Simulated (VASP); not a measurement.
# Te2Mo (CdI2 type) (P-3m1) in VASP: density of states with PBE

Aim: the density of states of Te2Mo (CdI2 type) with PBE.

Program: VASP 6.6.1. These are calculated values, not measurements. Logs are shortened: lines on timing, memory, paths and dates and some standing lists are left out, and cuts for length are marked.

### 1 The cell of the first run

The structure is trigonal, space group P-3m1 (No. 164). The conventional cell has a = 3.509 Å, b = 3.509 Å, c = 7.901 Å, α = 90.00°, β = 90.00°, γ = 120.00°. Within 3.6 Å of Mo (site symmetry -3m) lie 6 Te at 2.75 Å and 6 Mo at 3.51 Å. Te (site symmetry 3m) has 3 Mo at 2.75 Å and 6 Te at 3.51 Å within 3.6 Å.

### 2 Density of states, PBE

Input file POSCAR:

```
Te2Mo
1.0
    3.5090815790      0.0000000000      0.0000000000
   -1.7545407895      3.0389537914      0.0000000000
    0.0000000000      0.0000000000      7.9013555158
Mo Te
1 2
Direct
    0.0000000000      0.0000000000      0.0000000000
    0.3333333333      0.6666666667      0.2353884260
    0.6666666667      0.3333333333      0.7646115740
```

Input file INCAR.step1:

```
SYSTEM = Te2Mo
  PREC = Accurate
  ENCUT = 520
  EDIFF = 1E-6
  ISMEAR = -1
  SIGMA = 0.05
  LREAL = .FALSE.
  LASPH = .TRUE.
  NELM = 100
  ALGO = Normal
  ISIF = 2
  LWAVE = .FALSE.
  LCHARG = .TRUE.
  LMAXMIX = 4
  GGA = PE
  NBANDS = 20
```

Input file KPOINTS.step1:

```
Automatic mesh
0
G
  12 12 7
  0 0 0
```

Input file INCAR.step2:

```
SYSTEM = Te2Mo
  PREC = Accurate
  ENCUT = 520
  EDIFF = 1E-6
  ISMEAR = -5
  SIGMA = 0.05
  LREAL = .FALSE.
  LASPH = .TRUE.
  NELM = 100
  ALGO = Normal
  ISIF = 2
  LWAVE = .FALSE.
  LCHARG = .FALSE.
  LMAXMIX = 4
  GGA = PE
  LORBIT = 11
  NBANDS = 20
  NEDOS = 1001
  ICHARG = 11
```

Input file KPOINTS.step2:

```
Automatic mesh
0
G
  18 18 11
  0 0 0
```

Potentials or basis: VASP PAW PBE potentials, release 64 (Mo_sv, Te).

On the command line:

```
cat potpaw_PBE.64/Mo_sv/POTCAR potpaw_PBE.64/Te/POTCAR > POTCAR
cp INCAR.step1 INCAR
cp KPOINTS.step1 KPOINTS
mpirun -np 1 vasp_std > vasp.out
cp INCAR.step2 INCAR
cp KPOINTS.step2 KPOINTS
mpirun -np 1 vasp_std > vasp.out
```

OUTCAR:

```text
SYSTEM = Te2Mo
   PREC = Accurate
   ENCUT = 520
   EDIFF = 1E-6
   ISMEAR = -5
   LREAL = .FALSE.
   LASPH = .TRUE.
   NELM = 100
   ISIF = 2
   GGA = PE
   LORBIT = 11
   ICHARG = 11

 ion  position               nearest neighbor table
   1  0.000  0.000  0.000-   2 2.75   3 2.75   3 2.75   2 2.75   3 2.75   2 2.75
   2  0.333  0.667  0.235-   1 2.75   1 2.75   1 2.75
   3  0.667  0.333  0.765-   1 2.75   1 2.75   1 2.75

  LATTYP: Found a hexagonal cell.
 ALAT       =     3.5090815790
 C/A-ratio  =     2.2516876105

  Lattice vectors:

 A1 = (   3.5090815790,   0.0000000000,   0.0000000000)
 A2 = (  -1.7545407895,   3.0389537914,   0.0000000000)
 A3 = (   0.0000000000,   0.0000000000,   7.9013555158)

Analysis of symmetry for initial positions (statically):
=====================================================================
 Subroutine PRICEL returns:
 Original cell was already a primitive cell.

 Routine SETGRP: Setting up the symmetry group for a
 hexagonal supercell.

 Subroutine GETGRP returns: Found 12 space group operations
 (whereof 12 operations were pure point group operations)
 out of a pool of 24 trial point group operations.

The static configuration has the point symmetry D_3d.

Analysis of symmetry for dynamics (positions and initial velocities):
=====================================================================
 Subroutine PRICEL returns:
 Original cell was already a primitive cell.

 Routine SETGRP: Setting up the symmetry group for a
 hexagonal supercell.

 Subroutine GETGRP returns: Found 12 space group operations
 (whereof 12 operations were pure point group operations)
 out of a pool of 24 trial point group operations.

The dynamic configuration has the point symmetry D_3d.

 Subroutine INISYM returns: Found 12 space group operations
 (whereof 12 operations are pure point group operations),
 and found     1 'primitive' translations

----------------------------------------------------------------------------------------

                                     Primitive cell

  volume of cell :      84.2596

  direct lattice vectors                    reciprocal lattice vectors
     3.509081579  0.000000000  0.000000000     0.284974851  0.164530307  0.000000000
    -1.754540790  3.038953791  0.000000000     0.000000000  0.329060614  0.000000000
     0.000000000  0.000000000  7.901355516     0.000000000  0.000000000  0.126560563

  length of vectors
     3.509081579  3.509081579  7.901355516     0.329060614  0.329060614  0.126560563

  position of ions in fractional coordinates (direct lattice)
     0.000000000  0.000000000  0.000000000
     0.333333333  0.666666667  0.235388426
     0.666666667  0.333333333  0.764611574

  ion indices of the primitive-cell ions
   primitive index   ion index
                 1           1
                 2           2
                 3           3

----------------------------------------------------------------------------------------

 KPOINTS: Automatic mesh

Automatic generation of k-mesh.
 Grid dimensions read from file:
 generate k-points for:   18   18   11

 Generating k-lattice:

  Cartesian coordinates                     Fractional coordinates (reciprocal lattice)
     0.015831936  0.009140573  0.000000000     0.055555556  0.000000000  0.000000000
     0.000000000  0.018281145  0.000000000     0.000000000  0.055555556  0.000000000
     0.000000000  0.000000000  0.011505506     0.000000000  0.000000000  0.090909091

  Length of vectors
     0.018281145  0.018281145  0.011505506

  Shift w.r.t. Gamma in fractional coordinates (k-lattice)
     0.000000000  0.000000000  0.000000000

 TETIRR: Found   5226 inequivalent tetrahedra from    21384

 Subroutine IBZKPT returns following result:
 ===========================================

 Found    357 irreducible k-points:

 Following reciprocal coordinates:
            Coordinates               Weight
  0.000000  0.000000  0.000000      1.000000
  0.055556  0.000000  0.000000      6.000000
  0.111111  0.000000  0.000000      6.000000
  0.166667 -0.000000  0.000000      6.000000
  0.222222  0.000000  0.000000      6.000000
  0.277778  0.000000  0.000000      6.000000
[... 16 lines left out ...]
  0.333333  0.111111  0.000000     12.000000
  0.388889  0.111111  0.000000     12.000000
 [... further k-points ...]
   k-points           NKPTS =    357   k-points in BZ     NKDIM =    357   number of bands    NBANDS=     20
   number of dos      NEDOS =   1001   number of ions     NIONS =      3
   total plane-waves  NPLWV =  47040
   dimension x,y,z NGX =    28 NGY =   28 NGZ =   60
   dimension x,y,z NGXF=    56 NGYF=   56 NGZF=  120
   ions per type =               1   2
   NGX,Y,Z   is equivalent  to a cutoff of  13.27, 13.27, 12.62 a.u.
   NGXF,Y,Z  is equivalent  to a cutoff of  26.53, 26.53, 25.25 a.u.
 SYSTEM =  Te2Mo
   PREC   = accura    normal or accurate (medium, high low for compatibility)
   ISTART =      0    job   : 0-new  1-cont  2-samecut
   ICHARG =     11    charge: 1-file 2-atom 10-const
   ISPIN  =      1    spin polarized calculation?
   LNONCOLLINEAR =      F non collinear calculations
   LSORBIT =      F    spin-orbit coupling
   LASPH  =      T    aspherical Exc in radial PAW
   ENCUT  =  520.0 eV  38.22 Ry    6.18 a.u.   6.52  6.52 14.69*2*pi/ulx,y,z
   NELM   =    100;   NELMIN=  2; NELMDL=  0     # of ELM steps
   EDIFF  = 0.1E-05   stopping-criterion for ELM
   LREAL  =      F    real-space projection
   EDIFFG = 0.1E-04   stopping-criterion for IOM
   NSW    =      0    number of steps for IOM
   IBRION =     -1    ionic relax: 0-MD 1-quasi-New 2-CG
   NFREE  =      0    steps in history (QN), initial steepest desc. (CG)
   ISIF   =      2    stress and relaxation
   ISYM   =      2    0-nonsym 1-usesym 2-fastsym
   POTIM  = 0.5000    time-step for ionic-motion
   TEBEG  =    0.0;   TEEND  =   0.0 temperature during run
   PSTRESS=    0.0 pullay stress
   NELECT =      26.0000    total number of electrons
   NUPDOWN=      -1.0000    fix difference up-down
   EMIN   =  10.00;   EMAX   =-10.00  energy-range for DOS
   EFERMI =   0.00;   METHOD = LEGACY
   ISMEAR =    -5;   SIGMA  =   0.05  broadening in eV -4-tet -1-fermi 0-gaus
   EFERMI_NEDOS =   21; number of points for ismear=-14 and -15
   IALGO  =     38    algorithm
   IMIX   =      4    mixing-type and parameters
     AMIX     =   0.40;   BMIX     =  1.00
     AMIX_MAG =   1.60;   BMIX_MAG =  1.00
  volume/ion in A,a.u.               =      28.09       189.54
  Fermi-wavevector in a.u.,A,eV,Ry     =   1.106266  2.090540 16.651142  1.223824
  Thomas-Fermi vector in A             =   2.242765
   LORBIT       =     11    0 simple, 1 ext, 2 COOP (PROOUT), +10 PAW based schemes
   GGA     = PE    functional components
   LHFCALC =     F    Hartree Fock is set to
   AEXX    =    0.0000 exact exchange contribution
   IVDW    =     0    specifies the selected vdW correction
   LEPSILON=     F    determine dielectric tensor
   LRPA    =     F    only Hartree local field effects (RPA)
 non-spin polarized calculation
 Fermi weights with tetrahedron method with Bloechl corrections
  energy-cutoff  :      520.00
  volume of cell :       84.26
 maximum number of plane-waves:      2309
 NGX is ok and might be reduce to    28

 number of electron      25.9999999 magnetization

 Free energy of the ion-electron system (eV)
  ---------------------------------------------------
  ext. energy  EPLUGINS =         0.00000000
  ---------------------------------------------------
  free energy    TOTEN  =       -17.52301190 eV

  energy without entropy =      -17.52301190  energy(sigma->0) =      -17.52301190

 E-fermi :   7.2671     XC(G=0):  -9.7028

 val. band max:        7.3146708107   @ k =   0.3333   0.3333   0.3636
 cond. band min:       7.2620464397   @ k =   0.2778   0.2222   0.2727
 fundamental gap:     -0.0526243710
 Fermi energy:         7.2670550835

 k-point     1 :       0.0000    0.0000    0.0000
  band No.  band energies     occupation
      1     -54.1215      2.00000
      2     -28.2297      2.00000
      3     -28.1723      2.00000
      4     -28.1723      2.00000
      5      -6.0438      2.00000
      6      -5.1743      2.00000
[... 12 lines left out ...]
     19      13.2396      0.00000
     20      15.5788      0.00000

 k-point     2 :       0.0556    0.0000    0.0000
  band No.  band energies     occupation
      1     -54.1212      2.00000
      2     -28.2289      2.00000
      3     -28.1762      2.00000
      4     -28.1733      2.00000
      5      -5.9987      2.00000
      6      -5.1447      2.00000
[... 12 lines left out ...]
     19      13.5309      0.00000
     20      15.3343      0.00000

 k-point     3 :       0.1111    0.0000    0.0000
  band No.  band energies     occupation
      1     -54.1204      2.00000
      2     -28.2265      2.00000
      3     -28.1875      2.00000
      4     -28.1759      2.00000
      5      -5.8648      2.00000
      6      -5.0573      2.00000
[... 12 lines left out ...]
     19      14.0116      0.00000
     20      15.1514      0.00000

 k-point     4 :       0.1667   -0.0000    0.0000
  band No.  band energies     occupation
      1     -54.1190      2.00000
      2     -28.2228      2.00000
      3     -28.2047      2.00000
      4     -28.1800      2.00000
      5      -5.6472      2.00000
      6      -4.9161      2.00000
[... 12 lines left out ...]
     19      14.0600      0.00000
     20      14.9247      0.00000

 k-point     5 :       0.2222    0.0000    0.0000
  band No.  band energies     occupation
      1     -54.1174      2.00000
      2     -28.2260      2.00000
      3     -28.2181      2.00000
      4     -28.1849      2.00000
      5      -5.3556      2.00000
      6      -4.7288      2.00000
[... 12 lines left out ...]
     19      13.7035      0.00000
     20      14.1463      0.00000

 k-point     6 :       0.2778    0.0000    0.0000
  band No.  band energies     occupation
      1     -54.1157      2.00000
      2     -28.2481      2.00000
      3     -28.2134      2.00000
      4     -28.1902      2.00000
      5      -5.0075      2.00000
      6      -4.5066      2.00000
[... 12 lines left out ...]
     19      13.2209      0.00000
     20      13.3179      0.00000

 k-point     7 :       0.3333   -0.0000    0.0000
  band No.  band energies     occupation
      1     -54.1141      2.00000
      2     -28.2689      2.00000
      3     -28.2089      2.00000
      4     -28.1952      2.00000
      5      -4.6358      2.00000
      6      -4.2635      2.00000
[... 12 lines left out ...]
     19      12.6789      0.00000
     20      12.8721      0.00000
[... 277 lines left out ...]
 k-point    20 :       0.1667    0.1111    0.0000
  band No.  band energies     occupation
      1     -54.1168      2.00000
      2     -28.2311      2.00000
      3     -28.2166      2.00000
      4     -28.1897      2.00000
      5      -5.2338      2.00000
      6      -4.6522      2.00000
[... 12 lines left out ...]
     19      14.4017      0.00000
     20      14.7549      0.00000

 k-point    21 :       0.2222    0.1111    0.0000
  band No.  band energies     occupation
      1     -54.1152      2.00000
      2     -28.2504      2.00000
      3     -28.2121      2.00000
      4     -28.1963      2.00000
      5      -4.8929      2.00000
      6      -4.4376      2.00000
[... 12 lines left out ...]
     19      13.4604      0.00000
     20      14.2357      0.00000

 k-point    22 :       0.2778    0.1111    0.0000
  band No.  band energies     occupation
      1     -54.1137      2.00000
      2     -28.2684      2.00000
      3     -28.2080      2.00000
      4     -28.2024      2.00000
      5      -4.5292      2.00000
      6      -4.2052      2.00000
[... 12 lines left out ...]
     19      12.7731      0.00000
     20      13.7516      0.00000

 k-point    23 :       0.3333    0.1111    0.0000
  band No.  band energies     occupation
      1     -54.1125      2.00000
      2     -28.2830      2.00000
      3     -28.2080      2.00000
      4     -28.2040      2.00000
      5      -4.2061      2.00000
      6      -3.9652      2.00000
[... 12 lines left out ...]
     19      12.7942      0.00000
     20      13.4674      0.00000

 k-point    24 :       0.3889    0.1111    0.0000
  band No.  band energies     occupation
      1     -54.1117      2.00000
      2     -28.2925      2.00000
      3     -28.2112      2.00000
      4     -28.2020      2.00000
      5      -4.0039      2.00000
      6      -3.7449      2.00000
[... 12 lines left out ...]
     19      12.6591      0.00000
     20      13.5355      0.00000

 [... further k-points ...]

------------------------ aborting loop because EDIFF is reached ----------------------------------------

  FORCE on cell =-STRESS in cart. coord.  units (eV):
  Direction    XX          YY          ZZ          XY          YZ          ZX
  --------------------------------------------------------------------------------------
  -------------------------------------------------------------------------------------
  Total       -0.0572107     -0.0572107      0.0588520      0.0000000      0.0000000      0.0000000
  in kB       -1.0878493     -1.0878493      1.1190578      0.0000000      0.0000000      0.0000000
  external PRESSURE =      -0.3522136 kB  Pullay stress =       0.0000000 kB

 VOLUME and BASIS-vectors are now :
 -----------------------------------------------------------------------------
  energy-cutoff  :      520.00
  volume of cell :       84.26
      direct lattice vectors                 reciprocal lattice vectors
     3.509081579  0.000000000  0.000000000     0.284974851  0.164530307  0.000000000
    -1.754540790  3.038953791  0.000000000     0.000000000  0.329060614  0.000000000
     0.000000000  0.000000000  7.901355516     0.000000000  0.000000000  0.126560563

 POSITION                                       TOTAL-FORCE (eV/Angst)
 -----------------------------------------------------------------------------------
      0.00000      0.00000      0.00000        -0.000000      0.000000      0.000000
     -0.00000      2.02597      1.85989         0.000000      0.000000      0.017941
      1.75454      1.01298      6.04147        -0.000000      0.000000     -0.017941
 -----------------------------------------------------------------------------------
    total drift:                               -0.000000      0.000000     -0.000000

  FREE ENERGIE OF THE ION-ELECTRON SYSTEM (eV)
  ---------------------------------------------------
  free  energy   TOTEN  =       -17.5230118955 eV

  energy  without entropy=      -17.5230118955  energy(sigma->0) =      -17.52301190

 total charge

# of ion       s       p       d       tot
------------------------------------------
    1        2.247   6.139   3.935  12.321
    2        1.387   1.950   0.061   3.398
    3        1.387   1.950   0.061   3.398
--------------------------------------------------
tot          5.022  10.038   4.056  19.117
```

It took 5.8 min on 1 thread of Intel Xeon Platinum 8488C (Sapphire Rapids), shared host; peak memory 0.64 GiB.

Results:

```yaml
Valence_electrons_inside_the_program's_atomic_spheres: Mo 12.32; Te 3.40
```

Caveat: spin-orbit coupling is left out, which moves the levels of the heavy elements; this functional lacks dispersion, which binds the layers, so the pressure and a relaxed spacing across them are unreliable; tetrahedron occupations give inexact forces and stress in metals.
